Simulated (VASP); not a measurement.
# Be (Im-3m) in VASP: further runs

The runs below take Be through relaxation of cell and atoms, with PBEsol.

Everything below comes from runs of VASP 6.6.1. Logs are shortened: lines on timing, memory, paths and dates and some standing lists are left out, and cuts for length are marked.

## (1) The cell of the first run

It takes space group Im-3m (No. 229, cubic). The conventional cell has a = 2.420 Å, b = 2.420 Å, c = 2.420 Å, α = 90.00°, β = 90.00°, γ = 90.00°. Within 2.8 Å of Be (site symmetry m-3m) lie 14 Be at 2.10 to 2.42 Å.

This isn't the form of Be at room conditions, which is hcp.

## (2) Relaxation of cell and atoms, PBEsol, target pressure 13 GPa, at which the enthalpy is minimised

The input, INCAR:

```
SYSTEM = Be
PREC = Accurate ; ENCUT = 600
EDIFF = 1E-7 ; ISMEAR = -1
SIGMA = 0.08 ; LREAL = .FALSE.
LASPH = .TRUE. ; NELM = 80
ALGO = Normal ; ISIF = 3
LWAVE = .FALSE. ; LCHARG = .FALSE.
GGA = PS ; IBRION = 2
NSW = 32 ; EDIFFG = -0.005
PSTRESS = 130.0
```

The input, KPOINTS:

```
regular mesh
0
G
  22 22 22
  0 0 0
```

The input, POSCAR:

```
Be
1.0
   -1.2099062352      1.2099062352      1.2099062352
    1.2099062352     -1.2099062352      1.2099062352
    1.2099062352      1.2099062352     -1.2099062352
Be
1
Direct
    0.0000000000      0.0000000000      0.0000000000
```

Potentials or basis: VASP PAW PBE potentials, release 64 (Be).

The run is started by

```console
$ cat potpaw_PBE.64/Be/POTCAR > POTCAR
$ mpirun -np 1 vasp_std > vasp.out
```

OUTCAR:

```text
SYSTEM = Be
   PREC = Accurate
   ENCUT = 600
   EDIFF = 1E-7
   ISMEAR = -1
   LREAL = .FALSE.
   LASPH = .TRUE.
   NELM = 80
   ISIF = 3
   GGA = PS
   IBRION = 2
   NSW = 32
   EDIFFG = -0.005
   PSTRESS = 130.0

 ion  position               nearest neighbor table
   1  0.000  0.000  0.000-

  LATTYP: Found a body centered cubic cell.
 ALAT       =     2.4198124704

  Lattice vectors:

 A1 = (  -1.2099062352,   1.2099062352,   1.2099062352)
 A2 = (   1.2099062352,  -1.2099062352,   1.2099062352)
 A3 = (   1.2099062352,   1.2099062352,  -1.2099062352)

Analysis of symmetry for initial positions (statically):
=====================================================================
 Subroutine PRICEL returns:
 Original cell was already a primitive cell.

 Routine SETGRP: Setting up the symmetry group for a
 body centered cubic supercell.

 Subroutine GETGRP returns: Found 48 space group operations
 (whereof 48 operations were pure point group operations)
 out of a pool of 48 trial point group operations.

The static configuration has the point symmetry O_h .

Analysis of symmetry for dynamics (positions and initial velocities):
=====================================================================
 Subroutine PRICEL returns:
 Original cell was already a primitive cell.

 Routine SETGRP: Setting up the symmetry group for a
 body centered cubic supercell.

 Subroutine GETGRP returns: Found 48 space group operations
 (whereof 48 operations were pure point group operations)
 out of a pool of 48 trial point group operations.

The dynamic configuration has the point symmetry O_h .

 Subroutine INISYM returns: Found 48 space group operations
 (whereof 48 operations are pure point group operations),
 and found     1 'primitive' translations

----------------------------------------------------------------------------------------

                                     Primitive cell

  volume of cell :       7.0846

  direct lattice vectors                    reciprocal lattice vectors
    -1.209906235  1.209906235  1.209906235     0.000000000  0.413255164  0.413255164
[... 141 lines left out ...]
  Total        0.5958054      0.5958054      0.5958054     -0.0000000      0.0000000      0.0000000
  in kB      134.7410400    134.7410400    134.7410400     -0.0000000      0.0000000      0.0000000
  external PRESSURE =       4.7410400 kB  Pullay stress =     130.0000000 kB

 VOLUME and BASIS-vectors are now :
 -----------------------------------------------------------------------------
  energy-cutoff  :      600.00
  volume of cell :        7.08
      direct lattice vectors                 reciprocal lattice vectors
    -1.209906235  1.209906235  1.209906235     0.000000000  0.413255164  0.413255164
     1.209906235 -1.209906235  1.209906235     0.413255164  0.000000000  0.413255164
     1.209906235  1.209906235 -1.209906235     0.413255164  0.413255164  0.000000000

 POSITION                                       TOTAL-FORCE (eV/Angst)
 -----------------------------------------------------------------------------------
      0.00000      0.00000      0.00000         0.000000      0.000000     -0.000000
 -----------------------------------------------------------------------------------
    total drift:                                0.000000      0.000000      0.000000

  FREE ENERGIE OF THE ION-ELECTRON SYSTEM (eV)
  ---------------------------------------------------
  free  energy   TOTEN  =        -3.8729539536 eV

  energy  without entropy=       -3.8699602572  energy(sigma->0) =       -3.87145711

  enthalpy is  TOTEN    =        -3.2981127292 eV   P V=        0.5748412245

--------------------------------------- Ionic step        2  -------------------------------------------

 number of electron       2.0000000 magnetization

 Free energy of the ion-electron system (eV)
  ---------------------------------------------------
  ext. energy  EPLUGINS =         0.00000000
  ---------------------------------------------------
  free energy    TOTEN  =        -3.87472850 eV

  energy without entropy =       -3.87172846  energy(sigma->0) =       -3.87322848

 E-fermi :   8.7775     XC(G=0): -10.9687

 val. band max:        8.7416254456   @ k =   0.2727   0.2727   0.1364
 cond. band min:       8.8114577180   @ k =  -0.4091  -0.4545   0.2727
 fundamental gap:      0.0698322725
 Fermi energy:         8.7775299351

 k-point     1 :       0.0000    0.0000    0.0000
  band No.  band energies     occupation
      1      -4.0122      2.00000
      2      29.8559      0.00000
      3      29.8559      0.00000
      4      29.8559      0.00000
      5      41.6255      0.00000
[... 177 lines left out ...]
 k-point    24 :       0.1364    0.0909   -0.0000
  band No.  band energies     occupation
      1      -2.5875      2.00000
      2      23.8111      0.00000
      3      25.0680      0.00000
      4      27.4274      0.00000
      5      36.1567      0.00000

 [... further k-points ...]

------------------------ aborting loop because EDIFF is reached ----------------------------------------

  FORCE on cell =-STRESS in cart. coord.  units (eV):
  Direction    XX          YY          ZZ          XY          YZ          ZX
  --------------------------------------------------------------------------------------
  -------------------------------------------------------------------------------------
  Total        0.5751678      0.5751678      0.5751678     -0.0000000      0.0000000      0.0000000
  in kB      129.6799885    129.6799885    129.6799885     -0.0000000      0.0000000      0.0000000
  external PRESSURE =      -0.3200115 kB  Pullay stress =     130.0000000 kB

 VOLUME and BASIS-vectors are now :
 -----------------------------------------------------------------------------
  energy-cutoff  :      600.00
  volume of cell :        7.11
      direct lattice vectors                 reciprocal lattice vectors
    -1.211129896  1.211129896  1.211129896     0.000000000  0.412837633  0.412837633
     1.211129896 -1.211129896  1.211129896     0.412837633  0.000000000  0.412837633
     1.211129896  1.211129896 -1.211129896     0.412837633  0.412837633  0.000000000

 POSITION                                       TOTAL-FORCE (eV/Angst)
 -----------------------------------------------------------------------------------
      0.00000      0.00000      2.42226         0.000000     -0.000000      0.000000
 -----------------------------------------------------------------------------------
    total drift:                               -0.000000     -0.000000      0.000000

  FREE ENERGIE OF THE ION-ELECTRON SYSTEM (eV)
  ---------------------------------------------------
  free  energy   TOTEN  =        -3.8747285028 eV

  energy  without entropy=       -3.8717284643  energy(sigma->0) =       -3.87322848

  enthalpy is  TOTEN    =        -3.2981413851 eV   P V=        0.5765871177

 reached required accuracy - stopping structural energy minimisation
```

Wall time 9.2 s (1 thread of AMD EPYC 9R45 (Zen 5), shared host); peak memory 0.09 GiB.

Results:

* Free energy: -3.8747 eV
* Relaxed volume: 7.11 Å³/atom
* Relaxed cell: a = 2.098 Å, b = 2.098 Å, c = 2.098 Å, α = 109.47°, β = 109.47°, γ = 109.47°
* Space group after relaxing (to 0.1 Å): Im-3m (No. 229)
* Energy change on relaxing (the run minimises the enthalpy): -1.8 meV/atom
* Ionic steps: 2
* Pressure after relaxing: 13.0 GPa
* Band gap on the k mesh: zero (bands 1 and 2 overlap by 5.71 eV)

Step by step:
```csv
step,energy change (eV),largest force (eV/Å),pressure (GPa),volume (Å³)
1,0.0000,0.0000,13.47,7.08
2,-0.0018,0.0000,12.97,7.11
```

Final structure:
```yaml
crystal:
  lattice:
    - [-1.21113, 1.21113, 1.21113]
    - [1.21113, -1.21113, 1.21113]
    - [1.21113, 1.21113, -1.21113]
  atoms:
    - { symbol: Be, position: [0.00000, 0.00000, 0.00000] }
```

Levels at points of the mesh, in eV from the Fermi level:
```tsv
k point	band 1	band 2	band 3	band 4	band 5
(0.00, 0.00, 0.00)	-12.79	21.08	21.08	21.08	32.85
(0.50, 0.00, 0.00)	-5.61	0.76	13.32	16.71	21.74
(0.50, 0.50, 0.50)	4.32	4.32	4.32	10.37	10.37
```

Caveat: the cell is relaxed towards a set pressure, so the run minimises the enthalpy, not the energy; the PAW data sets were made with another functional, which shifts forces and pressure a little.

## (3) Relaxation of cell and atoms, PBEsol, target pressure 13 GPa, at which the enthalpy is minimised

This run uses another cell than the first one, of 7.13 Å³/atom.

The input, INCAR:

```
PREC = Accurate ; ENCUT = 600
EDIFF = 1E-6 ; ISMEAR = -1
SIGMA = 0.08 ; LREAL = F
LASPH = T ; NELM = 60
ALGO = Normal ; ISIF = 3
LWAVE = F ; LCHARG = F
GGA = PS ; IBRION = 2
NSW = 60 ; EDIFFG = -0.005
PSTRESS = 130.0
```

The input, KPOINTS:

```
Automatic mesh
0
Gamma
  22 22 22
```

The input, POSCAR:

```
Be
1.0
   -1.2125184249      1.2125184249      1.2125184249
    1.2125184249     -1.2125184249      1.2125184249
    1.2125184249      1.2125184249     -1.2125184249
Be
1
Direct
    0.0000000000      0.0000000000      0.0000000000
```

Potentials or basis: VASP PAW PBE potentials, release 64 (Be).

The run is started by

```console
$ cat potpaw_PBE.64/Be/POTCAR > POTCAR
$ mpirun -np 1 vasp_std > vasp.out
```

Run time: 7.7 s. Hardware: 1 thread of AMD EPYC 9R45 (Zen 5), shared host; peak memory 0.09 GiB.

The run converged. Its results:

| Property | Result |
| --- | --- |
| Free energy | -3.8745 eV |
| Relaxed volume | 7.10 Å³/atom |
| Relaxed cell | a = 2.097 Å, b = 2.097 Å, c = 2.097 Å, α = 109.47°, β = 109.47°, γ = 109.47° |
| Space group after relaxing (to 0.1 Å) | Im-3m (No. 229) |
| Energy change on relaxing (the run minimises the enthalpy) | +2.2 meV/atom |
| Ionic steps | 2 |
| Pressure after relaxing | 13.0 GPa |
| Band gap on the k mesh | zero (bands 1 and 2 overlap by 5.71 eV) |

The path:
| step | energy change (eV) | largest force (eV/Å) | pressure (GPa) | volume (Å³) |
| --- | --- | --- | --- | --- |
| 1 | 0.0000 | 0.0000 | 12.40 | 7.13 |
| 2 | 0.0022 | 0.0000 | 13.04 | 7.10 |

Final structure:
```
Be
1.0
    -1.21095    1.21095    1.21095
     1.21095   -1.21095    1.21095
     1.21095    1.21095   -1.21095
Be
1
Cartesian
  0.0000 0.0000 0.0000
```

Levels at points of the mesh, in eV from the Fermi level:
```tsv
k point	band 1	band 2	band 3	band 4	band 5
(0.00, 0.00, 0.00)	-12.79	21.09	21.09	21.09	32.86
(0.50, 0.00, 0.00)	-5.61	0.76	13.32	16.72	21.75
(0.50, 0.50, 0.50)	4.33	4.33	4.33	10.37	10.37
```

Caveat: the cell is relaxed towards a set pressure, so the run minimises the enthalpy, not the energy; the PAW data sets were made with another functional, which shifts forces and pressure a little.

The gap in the log of VASP goes by the Fermi energy; the results here count the filled bands.